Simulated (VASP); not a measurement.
# Ge (P6_3/mmc) in VASP: vibrations by perturbation theory with PBEsol

Aim: the vibrations by perturbation theory of Ge with PBEsol.

Program: VASP 6.6.1. These are calculated values, not measurements. Logs are shortened: lines on timing, memory, paths and dates and some standing lists are left out, and cuts for length are marked.

### Step 1. The cell of the first run

It takes space group P6_3/mmc (No. 194, hexagonal). Conventional cell: a = 3.998 Å, b = 3.998 Å, c = 6.599 Å, α = 90.00°, β = 90.00°, γ = 120.00°. Ge (site symmetry 3m) has 4 Ge at 2.45 to 2.47 Å within 3.2 Å.

This isn't the form of Ge at room conditions, which is diamond.

### Step 2. Vibrations by perturbation theory, PBEsol

File INCAR:

```
  PREC = Accurate
  ENCUT = 520
  EDIFF = 1E-8
  ISMEAR = -1
  SIGMA = 0.05
  LREAL = F
  LASPH = T
  NELM = 80
  ALGO = Normal
  ISIF = 2
  LWAVE = F
  LCHARG = F
  GGA = PS
  IBRION = 8
  NSW = 1
```

File KPOINTS:

```
regular mesh
0
Gamma
  8 8 4
```

File POSCAR:

```
Ge
1.0
    3.9975858431      0.0000000000      0.0000000000
   -1.9987929216      3.4620108940      0.0000000000
    0.0000000000      0.0000000000      6.5993779500
Ge
4
Direct
    0.3333333333      0.6666666667      0.9370987500
    0.6666666667      0.3333333333      0.4370987500
    0.3333333333      0.6666666667      0.5629012500
    0.6666666667      0.3333333333      0.0629012500
```

Potentials or basis: VASP PAW PBE potentials, release 64 (Ge_d).

Command:

```console
> cat potpaw_PBE.64/Ge_d/POTCAR > POTCAR
> mpirun -np 1 vasp_std > vasp.out
```

OUTCAR:

```text
PREC = Accurate
   ENCUT = 520
   EDIFF = 1E-8
   ISMEAR = -1
   LREAL = F
   LASPH = T
   NELM = 80
   ISIF = 2
   GGA = PS
   IBRION = 8
   NSW = 1

 ion  position               nearest neighbor table
   1  0.333  0.667  0.937-   4 2.45   4 2.45   4 2.45   3 2.47
   2  0.667  0.333  0.437-   3 2.45   3 2.45   3 2.45   4 2.47
   3  0.333  0.667  0.563-   2 2.45   2 2.45   2 2.45   1 2.47
   4  0.667  0.333  0.063-   1 2.45   1 2.45   1 2.45   2 2.47

  LATTYP: Found a hexagonal cell.
 ALAT       =     3.9975858431
 C/A-ratio  =     1.6508408347

  Lattice vectors:

 A1 = (   3.9975858431,   0.0000000000,   0.0000000000)
 A2 = (  -1.9987929216,   3.4620108940,   0.0000000000)
 A3 = (   0.0000000000,   0.0000000000,   6.5993779500)

Analysis of symmetry for initial positions (statically):
=====================================================================
 Subroutine PRICEL returns:
 Original cell was already a primitive cell.

 Routine SETGRP: Setting up the symmetry group for a
 hexagonal supercell.

 Subroutine GETGRP returns: Found 24 space group operations
 (whereof 12 operations were pure point group operations)
 out of a pool of 24 trial point group operations.

The static configuration has the point symmetry D_3d.
 The point group associated with its full space group is D_6h.

Analysis of symmetry for dynamics (positions and initial velocities):
=====================================================================
 Subroutine PRICEL returns:
 Original cell was already a primitive cell.

 Routine SETGRP: Setting up the symmetry group for a
 hexagonal supercell.

 Subroutine GETGRP returns: Found 24 space group operations
 (whereof 12 operations were pure point group operations)
 out of a pool of 24 trial point group operations.

The dynamic configuration has the point symmetry D_3d.
 The point group associated with its full space group is D_6h.

 Subroutine INISYM returns: Found 24 space group operations
 (whereof 12 operations are pure point group operations),
 and found     1 'primitive' translations

----------------------------------------------------------------------------------------

                                     Primitive cell

  volume of cell :      91.3333

  direct lattice vectors                    reciprocal lattice vectors
     3.997585843  0.000000000  0.000000000     0.250150976  0.144424733  0.000000000
    -1.998792922  3.462010894  0.000000000     0.000000000  0.288849467  0.000000000
     0.000000000  0.000000000  6.599377950     0.000000000  0.000000000  0.151529433

  length of vectors
     3.997585843  3.997585843  6.599377950     0.288849467  0.288849467  0.151529433

  position of ions in fractional coordinates (direct lattice)
     0.333333333  0.666666667  0.937098750
     0.666666667  0.333333333  0.437098750
     0.333333333  0.666666667  0.562901250
     0.666666667  0.333333333  0.062901250

  ion indices of the primitive-cell ions
   primitive index   ion index
                 1           1
                 2           2
                 3           3
                 4           4

----------------------------------------------------------------------------------------

 KPOINTS: regular mesh

Automatic generation of k-mesh.
 Grid dimensions read from file:
 generate k-points for:    8    8    4

 Generating k-lattice:

  Cartesian coordinates                     Fractional coordinates (reciprocal lattice)
     0.031268872  0.018053092  0.000000000     0.125000000 -0.000000000  0.000000000
     0.000000000  0.036106183  0.000000000     0.000000000  0.125000000  0.000000000
     0.000000000  0.000000000  0.037882358     0.000000000  0.000000000  0.250000000

  Length of vectors
     0.036106183  0.036106183  0.037882358

[... 84 lines left out ...]
 non-spin polarized calculation
  energy-cutoff  :      520.00
  volume of cell :       91.33
 maximum number of plane-waves:      2491
 NGX is ok and might be reduce to    30
   NGX = 15   NGY = 15   NGZ = 25

--------------------------------------- Ionic step        1  -------------------------------------------

 number of electron      56.0000053 magnetization

 Free energy of the ion-electron system (eV)
  ---------------------------------------------------
  ext. energy  EPLUGINS =         0.00000000
  ---------------------------------------------------
  free energy    TOTEN  =       -19.67756299 eV

  energy without entropy =      -19.67625694  energy(sigma->0) =      -19.67690996

 E-fermi :   4.8259     XC(G=0): -10.0825

 val. band max:        4.7903295120   @ k =   0.0000   0.0000   0.0000
 cond. band min:       4.8947691838   @ k =   0.0000   0.0000   0.2500
 fundamental gap:      0.1044396719
 Fermi energy:         4.8258506681

 k-point     1 :       0.0000    0.0000    0.0000
  band No.  band energies     occupation
      1     -20.0108      2.00000
      2     -20.0108      2.00000
      3     -19.9725      2.00000
      4     -19.9725      2.00000
      5     -19.9725      2.00000
      6     -19.9594      2.00000
[... 853 lines left out ...]
     32       7.3350      0.00000
     33      10.7625      0.00000

 [... further k-points ...]

------------------------ aborting loop because EDIFF is reached ----------------------------------------

  FORCE on cell =-STRESS in cart. coord.  units (eV):
  Direction    XX          YY          ZZ          XY          YZ          ZX
  --------------------------------------------------------------------------------------
  -------------------------------------------------------------------------------------
  Total       -0.0042841     -0.0042841     -0.1799992      0.0000000     -0.0000000      0.0000000
  in kB       -0.0751513     -0.0751513     -3.1575625      0.0000000     -0.0000000      0.0000000
  external PRESSURE =      -1.1026217 kB  Pullay stress =       0.0000000 kB

 VOLUME and BASIS-vectors are now :
 -----------------------------------------------------------------------------
  energy-cutoff  :      520.00
  volume of cell :       91.33
      direct lattice vectors                 reciprocal lattice vectors
     3.997585843  0.000000000  0.000000000     0.250150976  0.144424733  0.000000000
    -1.998792922  3.462010894  0.000000000     0.000000000  0.288849467  0.000000000
     0.000000000  0.000000000  6.599377950     0.000000000  0.000000000  0.151529433

 POSITION                                       TOTAL-FORCE (eV/Angst)
 -----------------------------------------------------------------------------------
     -0.00000      2.30801      6.18427         0.000000     -0.000000     -0.004974
      1.99879      1.15400      2.88458        -0.000000      0.000000     -0.004974
     -0.00000      2.30801      3.71480         0.000000     -0.000000      0.004974
      1.99879      1.15400      0.41511        -0.000000      0.000000      0.004974
 -----------------------------------------------------------------------------------
    total drift:                               -0.000000      0.000000     -0.000000

  FREE ENERGIE OF THE ION-ELECTRON SYSTEM (eV)
  ---------------------------------------------------
  free  energy   TOTEN  =       -19.6775629879 eV

  energy  without entropy=      -19.6762569383  energy(sigma->0) =      -19.67690996

[... ionic steps 2 to 3 ...]

--------------------------------------- Ionic step        4  -------------------------------------------

------------------------ aborting loop because EDIFF is reached ----------------------------------------

[... ionic steps 5 to 5 ...]

--------------------------------------- Ionic step        6  -------------------------------------------

 Free energy of the ion-electron system (eV)
  ---------------------------------------------------
  ---------------------------------------------------
  free energy    TOTEN  =        -0.20376467 eV

  energy without entropy =       -0.20376257

------------------------ aborting loop because EDIFF is reached ----------------------------------------

 INTERNAL STRAIN TENSOR  FOR ION    1  DIRECTION 3   (eV/Angst):
 -----------------------------------------------------------------------------
     4.95863 -0.00000 -0.00000
    -0.00000  4.95863  0.00000
     0.00000  0.00000 -9.53718

 INTERNAL STRAIN TENSOR FOR ION    4 for displacements in x,y,z  (eV/Angst):
          X           Y           Z          XY          YZ          ZX
  --------------------------------------------------------------------------------
  x    -0.00000     0.00000     0.00000     6.83198     0.00000    -5.65988
  y     6.83198    -6.83198     0.00000     0.00000    -5.06041     0.00000
  z    -4.95863    -4.95863     9.53718     0.00000     0.00000    -0.00000

 SECOND DERIVATIVES (NOT SYMMETRIZED)
 ------------------------------------
               1X          1Y          1Z          2X          2Y          2Z          3X          3Y          3Z          4X          4Y          4Z
  1X   -10.750807    0.000000   -0.000000   -0.240581    0.000000    0.000000    0.636417   -0.000000    0.000000   10.354971   -0.000000    0.000000
  1Y     0.000000  -10.750807    0.000000    0.000000   -0.240581   -0.000000   -0.000000    0.636417    0.000000   -0.000000   10.354971    0.000000
  1Z     0.000000    0.000000  -12.104257   -0.000000    0.000000    1.176482    0.000000   -0.000000    6.174532   -0.000000    0.000000    4.753243
  2X    -0.240581    0.000000   -0.000000  -10.750807    0.000000    0.000000   10.354971   -0.000000    0.000000    0.636417   -0.000000   -0.000000
  2Y     0.000000   -0.240581    0.000000    0.000000  -10.750807   -0.000000   -0.000000   10.354971    0.000000   -0.000000    0.636417   -0.000000
  2Z     0.000000    0.000000    1.176482   -0.000000    0.000000  -12.104257    0.000000    0.000000    4.753243   -0.000000   -0.000000    6.174532
  3X     0.636417   -0.000000   -0.000000   10.354971   -0.000000    0.000000  -10.750807    0.000000    0.000000   -0.240581    0.000000   -0.000000
  3Y    -0.000000    0.636417   -0.000000   -0.000000   10.354971    0.000000    0.000000  -10.750807   -0.000000    0.000000   -0.240581    0.000000
  3Z    -0.000000   -0.000000    6.174532    0.000000    0.000000    4.753243   -0.000000    0.000000  -12.104257    0.000000    0.000000    1.176482
  4X    10.354971   -0.000000    0.000000    0.636417   -0.000000    0.000000   -0.240581    0.000000    0.000000  -10.750807    0.000000   -0.000000
  4Y    -0.000000   10.354971    0.000000   -0.000000    0.636417    0.000000    0.000000   -0.240581   -0.000000    0.000000  -10.750807    0.000000
  4Z    -0.000000    0.000000    4.753243    0.000000   -0.000000    6.174532   -0.000000    0.000000    1.176482    0.000000    0.000000  -12.104257

 Eigenvectors and eigenvalues of the dynamical matrix
 ----------------------------------------------------

   1 f  =    8.601888 THz    54.047256 2PiTHz  286.928096 cm-1    35.574534 meV
             X         Y         Z           dx          dy          dz
     -0.000000  2.308007  6.184269     0.158628   -0.474170    0.000000
      1.998793  1.154004  2.884580     0.158628   -0.474170    0.000000
     -0.000000  2.308007  3.714798    -0.158628    0.474170   -0.000000
      1.998793  1.154004  0.415109    -0.158628    0.474170   -0.000000
[... 57 lines left out ...]
  10 f  =    0.000000 THz     0.000001 2PiTHz    0.000004 cm-1     0.000000 meV
             X         Y         Z           dx          dy          dz
     -0.000000  2.308007  6.184269     0.006035    0.069289    0.495139
      1.998793  1.154004  2.884580     0.006035    0.069289    0.495139
     -0.000000  2.308007  3.714798     0.006035    0.069289    0.495139
      1.998793  1.154004  0.415109     0.006035    0.069289    0.495139

  11 f/i=    0.000000 THz     0.000001 2PiTHz    0.000004 cm-1     0.000001 meV
             X         Y         Z           dx          dy          dz
     -0.000000  2.308007  6.184269     0.182776    0.460594   -0.066683
      1.998793  1.154004  2.884580     0.182776    0.460594   -0.066683
     -0.000000  2.308007  3.714798     0.182776    0.460594   -0.066683
      1.998793  1.154004  0.415109     0.182776    0.460594   -0.066683

  12 f/i=    0.000000 THz     0.000001 2PiTHz    0.000006 cm-1     0.000001 meV
             X         Y         Z           dx          dy          dz
     -0.000000  2.308007  6.184269     0.465356   -0.181804    0.019770
      1.998793  1.154004  2.884580     0.465356   -0.181804    0.019770
     -0.000000  2.308007  3.714798     0.465356   -0.181804    0.019770
      1.998793  1.154004  0.415109     0.465356   -0.181804    0.019770

--------------------------------------------------------------------------------------------------------

 ELASTIC MODULI CONTR FROM IONIC RELAXATION (kBar)
 Direction    XX          YY          ZZ          XY          YZ          ZX
 --------------------------------------------------------------------------------
 XX        -240.8478     82.9659    151.8311      0.0000     -0.0000      0.0000
 YY          82.9659   -240.8478    151.8311      0.0000      0.0000     -0.0000
 ZZ         151.8311    151.8311   -292.0244     -0.0000     -0.0000      0.0000
 XY           0.0000      0.0000     -0.0000   -161.9069      0.0000     -0.0000
 YZ          -0.0000      0.0000     -0.0000      0.0000    -81.7392      0.0000
 ZX           0.0000     -0.0000      0.0000     -0.0000      0.0000   -102.2522
 --------------------------------------------------------------------------------
```

Wall time 9.9 min (1 thread of Intel Xeon Platinum 8488C (Sapphire Rapids), shared host); peak memory 0.76 GiB.

What came out:

```
Highest phonon frequency at Γ : 287 cm⁻¹
```

Phonon frequencies in cm⁻¹ (negative: imaginary):
```tsv
q point	frequencies
(0.000, 0.000, 0.000)	0 0 0 54 54 211 235 275 275 286 287 287
```

Caveat: the PAW data sets were made with another functional, which shifts forces and pressure a little.
